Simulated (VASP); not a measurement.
# Sc3I2 (R-3c) in VASP: a series of runs

Sc3I2 is run at these levels: PBE; tasks: single point, relaxation of cell and atoms.

Program: VASP 6.6.1. These are calculated values, not measurements. Logs are shortened: lines on timing, memory, paths and dates and some standing lists are left out, and cuts for length are marked.

### Step 1. The cell of the first run

The structure is trigonal, space group R-3c (No. 167). The conventional cell has a = 7.180 Å, b = 7.180 Å, c = 19.082 Å, α = 90.00°, β = 90.00°, γ = 120.00°. Sc (site symmetry 2) has 4 I at 2.81 to 2.90 Å within 3.7 Å. Within 3.8 Å of I (site symmetry 3) lie 6 Sc at 2.81 to 2.90 Å and 1 I at 3.72 Å.

### Step 2. Single point, PBE

INCAR reads:

```
PREC = Accurate
ENCUT = 520
EDIFF = 1E-7
ISMEAR = 0
SIGMA = 0.1
LREAL = F
LASPH = T
NELM = 100
ALGO = Normal
ISIF = 2
LWAVE = F
LCHARG = F
GGA = PE
NBANDS = 58
```

KPOINTS reads:

```
regular mesh
0
Gamma
  3 3 3
```

POSCAR reads:

```
Sc3I2
1.0
    3.5898089896      2.0725771865      6.3605615905
   -3.5898089896      2.0725771865      6.3605615905
    0.0000000000     -4.1451543730      6.3605615905
Sc I
6 4
Direct
    0.0596464561      0.4403535439      0.7500000000
    0.7500000000      0.0596464561      0.4403535439
    0.4403535439      0.7500000000      0.0596464561
    0.9403535439      0.5596464561      0.2500000000
    0.2500000000      0.9403535439      0.5596464561
    0.5596464561      0.2500000000      0.9403535439
    0.8474249123      0.8474249123      0.8474249123
    0.6525750877      0.6525750877      0.6525750877
    0.1525750877      0.1525750877      0.1525750877
    0.3474249123      0.3474249123      0.3474249123
```

Potentials or basis: VASP PAW PBE potentials, release 64 (Sc_sv, I).

The run is started by

```console
$ cat potpaw_PBE.64/Sc_sv/POTCAR potpaw_PBE.64/I/POTCAR > POTCAR
$ mpirun -np 1 vasp_std > vasp.out
```

OUTCAR:

```text
PREC = Accurate
   ENCUT = 520
   EDIFF = 1E-7
   ISMEAR = 0
   LREAL = F
   LASPH = T
   NELM = 100
   ISIF = 2
   GGA = PE

 ion  position               nearest neighbor table
   1  0.060  0.440  0.750-   9 2.81  10 2.81   7 2.90   8 2.90
   2  0.750  0.060  0.440-  10 2.81   9 2.81   7 2.90   8 2.90
   3  0.440  0.750  0.060-   9 2.81  10 2.81   7 2.90   8 2.90
   4  0.940  0.560  0.250-   7 2.81   8 2.81   9 2.90  10 2.90
   5  0.250  0.940  0.560-   8 2.81   7 2.81   9 2.90  10 2.90
   6  0.560  0.250  0.940-   7 2.81   8 2.81   9 2.90  10 2.90
   7  0.847  0.847  0.847-   6 2.81   4 2.81   5 2.81   1 2.90   3 2.90   2 2.90
   8  0.653  0.653  0.653-   5 2.81   4 2.81   6 2.81   1 2.90   3 2.90   2 2.90
   9  0.153  0.153  0.153-   3 2.81   1 2.81   2 2.81   4 2.90   5 2.90   6 2.90
  10  0.347  0.347  0.347-   2 2.81   1 2.81   3 2.81   4 2.90   5 2.90   6 2.90

  LATTYP: Found a trigonal (rhomboedric) cell.
 ALAT       =     7.5920384958
 COS(alpha) =     0.5528472828

  Lattice vectors:

 A1 = (   3.5898089896,   2.0725771865,   6.3605615905)
 A2 = (  -3.5898089896,   2.0725771865,   6.3605615905)
 A3 = (   0.0000000000,  -4.1451543730,   6.3605615905)

Analysis of symmetry for initial positions (statically):
=====================================================================
 Subroutine PRICEL returns:
 Original cell was already a primitive cell.

 Routine SETGRP: Setting up the symmetry group for a
 trigonal (rhombohedral) supercell.

 Subroutine GETGRP returns: Found 12 space group operations
 (whereof  6 operations were pure point group operations)
 out of a pool of 12 trial point group operations.

The static configuration has the point symmetry S_6 .
 The point group associated with its full space group is D_3d.

Analysis of symmetry for dynamics (positions and initial velocities):
=====================================================================
 Subroutine PRICEL returns:
 Original cell was already a primitive cell.

 Routine SETGRP: Setting up the symmetry group for a
 trigonal (rhombohedral) supercell.

 Subroutine GETGRP returns: Found 12 space group operations
 (whereof  6 operations were pure point group operations)
 out of a pool of 12 trial point group operations.

The dynamic configuration has the point symmetry S_6 .
 The point group associated with its full space group is D_3d.

 Subroutine INISYM returns: Found 12 space group operations
 (whereof  6 operations are pure point group operations),
 and found     1 'primitive' translations

----------------------------------------------------------------------------------------

                                     Primitive cell

  volume of cell :     283.9414

  direct lattice vectors                    reciprocal lattice vectors
     3.589808990  2.072577186  6.360561590     0.139283177  0.080415180  0.052406274
    -3.589808990  2.072577186  6.360561590    -0.139283177  0.080415180  0.052406274
     0.000000000 -4.145154373  6.360561590     0.000000000 -0.160830359  0.052406274

  length of vectors
     7.592038496  7.592038496  7.592038496     0.169153250  0.169153250  0.169153250

  position of ions in fractional coordinates (direct lattice)
     0.059646456  0.440353544  0.750000000
     0.750000000  0.059646456  0.440353544
     0.440353544  0.750000000  0.059646456
     0.940353544  0.559646456  0.250000000
     0.250000000  0.940353544  0.559646456
     0.559646456  0.250000000  0.940353544
     0.847424912  0.847424912  0.847424912
     0.652575088  0.652575088  0.652575088
     0.152575088  0.152575088  0.152575088
     0.347424912  0.347424912  0.347424912

  ion indices of the primitive-cell ions
   primitive index   ion index
                 1           1
                 2           2
                 3           3
                 4           4
                 5           5
                 6           6
                 7           7
                 8           8
                 9           9
                10          10

----------------------------------------------------------------------------------------

 KPOINTS: regular mesh

Automatic generation of k-mesh.
 Grid dimensions read from file:
 generate k-points for:    3    3    3

 Generating k-lattice:

  Cartesian coordinates                     Fractional coordinates (reciprocal lattice)
     0.046427726  0.026805060  0.017468758     0.333333333  0.000000000  0.000000000
    -0.046427726  0.026805060  0.017468758     0.000000000  0.333333333  0.000000000
     0.000000000 -0.053610120  0.017468758     0.000000000  0.000000000  0.333333333

  Length of vectors
     0.056384417  0.056384417  0.056384417

  Shift w.r.t. Gamma in fractional coordinates (k-lattice)
     0.000000000  0.000000000  0.000000000

 Subroutine IBZKPT returns following result:
 ===========================================

 Found      6 irreducible k-points:

 Following reciprocal coordinates:
            Coordinates               Weight
  0.000000  0.000000  0.000000      1.000000
  0.333333 -0.000000 -0.000000      6.000000
  0.333333  0.333333 -0.000000      6.000000
 -0.333333  0.333333  0.000000      6.000000
  0.333333  0.333333  0.333333      2.000000
 -0.333333  0.333333  0.333333      6.000000
   k-points           NKPTS =      6   k-points in BZ     NKDIM =      6   number of bands    NBANDS=     58
   number of dos      NEDOS =    301   number of ions     NIONS =     10
   total plane-waves  NPLWV = 175616
   dimension x,y,z NGX =    56 NGY =   56 NGZ =   56
   dimension x,y,z NGXF=   112 NGYF=  112 NGZF=  112
   ions per type =               6   4
   NGX,Y,Z   is equivalent  to a cutoff of  12.26, 12.26, 12.26 a.u.
   NGXF,Y,Z  is equivalent  to a cutoff of  24.53, 24.53, 24.53 a.u.
 SYSTEM =  unknown system
   PREC   = accura    normal or accurate (medium, high low for compatibility)
   ISTART =      0    job   : 0-new  1-cont  2-samecut
   ICHARG =      2    charge: 1-file 2-atom 10-const
   ISPIN  =      1    spin polarized calculation?
   LNONCOLLINEAR =      F non collinear calculations
   LSORBIT =      F    spin-orbit coupling
   LASPH  =      T    aspherical Exc in radial PAW
   ENCUT  =  520.0 eV  38.22 Ry    6.18 a.u.  14.12 14.12 14.12*2*pi/ulx,y,z
   NELM   =    100;   NELMIN=  2; NELMDL= -5     # of ELM steps
   EDIFF  = 0.1E-06   stopping-criterion for ELM
   LREAL  =      F    real-space projection
   EDIFFG = 0.1E-05   stopping-criterion for IOM
   NSW    =      0    number of steps for IOM
   IBRION =     -1    ionic relax: 0-MD 1-quasi-New 2-CG
   NFREE  =      0    steps in history (QN), initial steepest desc. (CG)
   ISIF   =      2    stress and relaxation
   ISYM   =      2    0-nonsym 1-usesym 2-fastsym
   POTIM  = 0.5000    time-step for ionic-motion
   TEBEG  =    0.0;   TEEND  =   0.0 temperature during run
   PSTRESS=    0.0 pullay stress
   NELECT =      94.0000    total number of electrons
   NUPDOWN=      -1.0000    fix difference up-down
   EMIN   =  10.00;   EMAX   =-10.00  energy-range for DOS
   EFERMI =   0.00;   METHOD = LEGACY
   ISMEAR =     0;   SIGMA  =   0.10  broadening in eV -4-tet -1-fermi 0-gaus
   EFERMI_NEDOS =   21; number of points for ismear=-14 and -15
   IALGO  =     38    algorithm
   IMIX   =      4    mixing-type and parameters
     AMIX     =   0.40;   BMIX     =  1.00
     AMIX_MAG =   1.60;   BMIX_MAG =  1.00
  volume/ion in A,a.u.               =      28.39       191.61
  Fermi-wavevector in a.u.,A,eV,Ry     =   1.132508  2.140129 17.450477  1.282574
  Thomas-Fermi vector in A             =   2.269209
   LORBIT       =      0    0 simple, 1 ext, 2 COOP (PROOUT), +10 PAW based schemes
   GGA     = PE    functional components
   LHFCALC =     F    Hartree Fock is set to
   AEXX    =    0.0000 exact exchange contribution
   IVDW    =     0    specifies the selected vdW correction
   LEPSILON=     F    determine dielectric tensor
   LRPA    =     F    only Hartree local field effects (RPA)
 non-spin polarized calculation
 Gauss-broadening in eV      SIGMA  =   0.10
  energy-cutoff  :      520.00
  volume of cell :      283.94
 maximum number of plane-waves:      7667
   NGX = 29   NGY = 29   NGZ = 29

 number of electron      94.0000005 magnetization

 Free energy of the ion-electron system (eV)
  ---------------------------------------------------
  ext. energy  EPLUGINS =         0.00000000
  ---------------------------------------------------
  free energy    TOTEN  =       -43.89200934 eV

  energy without entropy =      -43.82790139  energy(sigma->0) =      -43.85995537

 E-fermi :   6.0155     XC(G=0):  -9.4375

 val. band max:        5.9718182285   @ k =  -0.3333   0.3333   0.0000
 cond. band min:       6.0591410035   @ k =   0.0000   0.0000   0.0000
 fundamental gap:      0.0873227750
 Fermi energy:         6.0155210703

 k-point     1 :       0.0000    0.0000    0.0000
  band No.  band energies     occupation
      1     -44.2706      2.00000
      2     -44.2657      2.00000
      3     -44.2657      2.00000
      4     -44.2655      2.00000
      5     -44.2644      2.00000
      6     -44.2644      2.00000
[... 50 lines left out ...]
     57       7.1453      0.00000
     58       7.1515      0.00000

 k-point     2 :       0.3333   -0.0000   -0.0000
  band No.  band energies     occupation
      1     -44.2694      2.00000
      2     -44.2670      2.00000
      3     -44.2655      2.00000
      4     -44.2650      2.00000
      5     -44.2648      2.00000
      6     -44.2645      2.00000
[... 50 lines left out ...]
     57       7.1343      0.00000
     58       7.2500      0.00000

 k-point     3 :       0.3333    0.3333   -0.0000
  band No.  band energies     occupation
      1     -44.2690      2.00000
      2     -44.2663      2.00000
      3     -44.2662      2.00000
      4     -44.2655      2.00000
      5     -44.2650      2.00000
      6     -44.2642      2.00000
[... 50 lines left out ...]
     57       7.2374      0.00000
     58       7.2634      0.00000

 k-point     4 :      -0.3333    0.3333    0.0000
  band No.  band energies     occupation
      1     -44.2679      2.00000
      2     -44.2676      2.00000
      3     -44.2662      2.00000
      4     -44.2654      2.00000
      5     -44.2648      2.00000
      6     -44.2643      2.00000
[... 50 lines left out ...]
     57       7.0695      0.00000
     58       7.1343      0.00000

 k-point     5 :       0.3333    0.3333    0.3333
  band No.  band energies     occupation
      1     -44.2693      2.00000
      2     -44.2668      2.00000
      3     -44.2653      2.00000
      4     -44.2653      2.00000
      5     -44.2647      2.00000
      6     -44.2647      2.00000
[... 50 lines left out ...]
     57       7.0817      0.00000
     58       7.2273      0.00000

 k-point     6 :      -0.3333    0.3333    0.3333
  band No.  band energies     occupation
      1     -44.2678      2.00000
      2     -44.2676      2.00000
      3     -44.2661      2.00000
      4     -44.2658      2.00000
      5     -44.2645      2.00000
      6     -44.2645      2.00000
[... 50 lines left out ...]
     57       7.1979      0.00000
     58       7.3121      0.00000

------------------------ aborting loop because EDIFF is reached ----------------------------------------

  FORCE on cell =-STRESS in cart. coord.  units (eV):
  Direction    XX          YY          ZZ          XY          YZ          ZX
  --------------------------------------------------------------------------------------
  -------------------------------------------------------------------------------------
  Total        0.0711509      0.0711509      0.0556705     -0.0000000      0.0000000     -0.0000000
  in kB        0.4014783      0.4014783      0.3141284     -0.0000000      0.0000000     -0.0000000
  external PRESSURE =       0.3723617 kB  Pullay stress =       0.0000000 kB

 VOLUME and BASIS-vectors are now :
 -----------------------------------------------------------------------------
  energy-cutoff  :      520.00
  volume of cell :      283.94
      direct lattice vectors                 reciprocal lattice vectors
     3.589808990  2.072577186  6.360561590     0.139283177  0.080415180  0.052406274
    -3.589808990  2.072577186  6.360561590    -0.139283177  0.080415180  0.052406274
     0.000000000 -4.145154373  6.360561590     0.000000000 -0.160830359  0.052406274

 POSITION                                       TOTAL-FORCE (eV/Angst)
 -----------------------------------------------------------------------------------
     -1.36667     -2.07258      7.95070         0.014286     -0.000000     -0.000000
      2.47824     -0.14728      7.95070        -0.007143      0.012372      0.000000
     -1.11157      2.21986      7.95070        -0.007143     -0.012372      0.000000
      1.36667      2.07258     11.13098        -0.014286     -0.000000      0.000000
     -2.47824      0.14728     11.13098         0.007143     -0.012372      0.000000
      1.11157     -2.21986     11.13098         0.007143      0.012372      0.000000
      0.00000      0.00000     16.17030        -0.000000     -0.000000     -0.010276
      0.00000      0.00000     12.45223        -0.000000     -0.000000      0.010276
      0.00000      0.00000      2.91139        -0.000000     -0.000000      0.010276
      0.00000      0.00000      6.62945        -0.000000     -0.000000     -0.010276
 -----------------------------------------------------------------------------------
    total drift:                               -0.000000      0.000000      0.000000

  FREE ENERGIE OF THE ION-ELECTRON SYSTEM (eV)
  ---------------------------------------------------
  free  energy   TOTEN  =       -43.8920093396 eV

  energy  without entropy=      -43.8279013943  energy(sigma->0) =      -43.85995537
```

It took 1.9 min on 1 thread of Intel Xeon 6975P-C (Granite Rapids), shared host; peak memory 0.44 GiB.

Results:

```yaml
Free_energy: -43.8920 eV
Pressure: 0.0 GPa
Largest_force: 0.014 eV/Å
Band_gap_on_the_k_mesh: zero (bands 47 and 48 overlap by 0.10 eV)
```

Forces in eV/Å, atoms in the order of the input:
```
Sc   0.014  0.000  0.000
Sc  -0.007  0.012  0.000
Sc  -0.007 -0.012  0.000
Sc  -0.014  0.000  0.000
Sc   0.007 -0.012  0.000
Sc   0.007  0.012  0.000
I    0.000  0.000 -0.010
I    0.000  0.000  0.010
I    0.000  0.000  0.010
I    0.000  0.000 -0.010
```

Caveat: spin-orbit coupling is left out, which moves the levels of the heavy elements.

### Step 3. Single point, PBE

This run uses another cell than the first one, of 29.10 Å³/atom.

INCAR reads:

```
ALGO = Normal
EDIFF = 1E-6
ENCUT = 520
GGA = PE
ISIF = 2
ISMEAR = 0
LASPH = True
LCHARG = False
LREAL = False
LWAVE = False
NBANDS = 58
NELM = 80
PREC = Accurate
SIGMA = 0.1
```

KPOINTS reads:

```
k-points
0
Gamma
  3 3 3
```

POSCAR reads:

```
Sc3I2
1.0
    3.5870709741      2.0709963925      6.5290078454
   -3.5870709741      2.0709963925      6.5290078454
    0.0000000000     -4.1419927851      6.5290078454
Sc I
6 4
Direct
    0.0562500000      0.4437500000      0.7500000000
    0.7500000000      0.0562500000      0.4437500000
    0.4437500000      0.7500000000      0.0562500000
    0.9437500000      0.5562500000      0.2500000000
    0.2500000000      0.9437500000      0.5562500000
    0.5562500000      0.2500000000      0.9437500000
    0.8521800000      0.8521800000      0.8521800000
    0.6478200000      0.6478200000      0.6478200000
    0.1478200000      0.1478200000      0.1478200000
    0.3521800000      0.3521800000      0.3521800000
```

Potentials or basis: VASP PAW PBE potentials, release 64 (Sc_sv, I).

The run is started by

```console
$ cat potpaw_PBE.64/Sc_sv/POTCAR potpaw_PBE.64/I/POTCAR > POTCAR
$ mpirun -np 1 vasp_std > vasp.out
```

OUTCAR:

```text
EDIFF = 1E-6
   ENCUT = 520
   GGA = PE
   ISIF = 2
   ISMEAR = 0
   LASPH = True
   LREAL = False
   NELM = 80
   PREC = Accurate

 ion  position               nearest neighbor table
   1  0.056  0.444  0.750-   9 2.80  10 2.80   7 2.97   8 2.97
   2  0.750  0.056  0.444-  10 2.80   9 2.80   8 2.97   7 2.97
   3  0.444  0.750  0.056-   9 2.80  10 2.80   7 2.97   8 2.97
   4  0.944  0.556  0.250-   7 2.80   8 2.80   9 2.97  10 2.97
   5  0.250  0.944  0.556-   8 2.80   7 2.80  10 2.97   9 2.97
   6  0.556  0.250  0.944-   7 2.80   8 2.80   9 2.97  10 2.97
[... 569 lines left out ...]
  in kB       -3.5780199     -3.5780199    -21.0753148      0.0000000      0.0000000      0.0000000
  external PRESSURE =      -9.4104515 kB  Pullay stress =       0.0000000 kB

 VOLUME and BASIS-vectors are now :
 -----------------------------------------------------------------------------
  energy-cutoff  :      520.00
  volume of cell :      291.02
      direct lattice vectors                 reciprocal lattice vectors
     3.587070974  2.070996393  6.529007845     0.139389492  0.080476561  0.051054209
    -3.587070974  2.070996393  6.529007845    -0.139389492  0.080476561  0.051054209
     0.000000000 -4.141992785  6.529007845     0.000000000 -0.160953121  0.051054209

 POSITION                                       TOTAL-FORCE (eV/Angst)
 -----------------------------------------------------------------------------------
     -1.38999     -2.07100      8.16126        -0.317689     -0.000000      0.000000
      2.48853     -0.16827      8.16126         0.158845     -0.275127      0.000000
     -1.09854      2.23926      8.16126         0.158845      0.275127      0.000000
      1.38999      2.07100     11.42576         0.317689     -0.000000      0.000000
     -2.48853      0.16827     11.42576        -0.158845      0.275127      0.000000
      1.09854     -2.23926     11.42576        -0.158845     -0.275127      0.000000
      0.00000     -0.00000     16.69167         0.000000      0.000000     -0.583932
      0.00000     -0.00000     12.68887         0.000000     -0.000000      0.583932
      0.00000     -0.00000      2.89535         0.000000     -0.000000      0.583932
      0.00000     -0.00000      6.89816         0.000000      0.000000     -0.583932
 -----------------------------------------------------------------------------------
    total drift:                               -0.000000      0.000000      0.000000

  FREE ENERGIE OF THE ION-ELECTRON SYSTEM (eV)
  ---------------------------------------------------
  free  energy   TOTEN  =       -43.7482760378 eV

  energy  without entropy=      -43.6614091182  energy(sigma->0) =      -43.70484258
```

OSZICAR:

```text
N       E                     dE             d eps       ncg     rms          rms(c)
DAV:   1     0.176061081092E+04    0.17606E+04   -0.39350E+04   720   0.155E+03
DAV:   2     0.174074366313E+03   -0.15865E+04   -0.15646E+04   968   0.668E+02
DAV:   3    -0.301997383055E+02   -0.20427E+03   -0.19755E+03  1190   0.299E+02
DAV:   4    -0.465143529998E+02   -0.16315E+02   -0.15715E+02  1152   0.684E+01
DAV:   5    -0.472876162026E+02   -0.77326E+00   -0.75520E+00  1152   0.185E+01    0.184E+01
DAV:   6    -0.438514222903E+02    0.34362E+01   -0.16893E+01  1062   0.235E+01    0.681E+00
DAV:   7    -0.437713766628E+02    0.80046E-01   -0.56105E-01  1144   0.419E+00    0.240E+00
DAV:   8    -0.437495101175E+02    0.21867E-01   -0.67094E-02  1056   0.136E+00    0.895E-01
DAV:   9    -0.437478682514E+02    0.16419E-02   -0.96341E-03  1168   0.589E-01    0.294E-01
DAV:  10    -0.437482658271E+02   -0.39758E-03   -0.11108E-03  1144   0.212E-01    0.430E-02
DAV:  11    -0.437482851576E+02   -0.19330E-04   -0.87526E-05  1152   0.652E-02    0.227E-02
DAV:  12    -0.437482770879E+02    0.80697E-05   -0.14262E-05   856   0.201E-02    0.541E-03
DAV:  13    -0.437482758374E+02    0.12505E-05   -0.22146E-06   672   0.122E-02    0.246E-03
DAV:  14    -0.437482760378E+02   -0.20041E-06   -0.58124E-07   560   0.900E-03
   1 F= -.43748276E+02 E0= -.43704843E+02  d E =-.868669E-01
```

Wall time 99 s (1 thread of Intel Xeon 6975P-C (Granite Rapids), shared host); peak memory 0.49 GiB.

What came out:

* Free energy: -43.7483 eV
* Pressure: -0.9 GPa
* Largest force: 0.584 eV/Å
* Band gap on the k mesh: zero (bands 47 and 48 overlap by 0.02 eV)

Forces in eV/Å, atoms in the order of the input:
```
Sc  -0.318  0.000  0.000
Sc   0.159 -0.275  0.000
Sc   0.159  0.275  0.000
Sc   0.318  0.000  0.000
Sc  -0.159  0.275  0.000
Sc  -0.159 -0.275  0.000
I    0.000  0.000 -0.584
I    0.000  0.000  0.584
I    0.000  0.000  0.584
I    0.000  0.000 -0.584
```

Caveat: spin-orbit coupling is left out, which moves the levels of the heavy elements.

(Continued in part 2 of 2.)
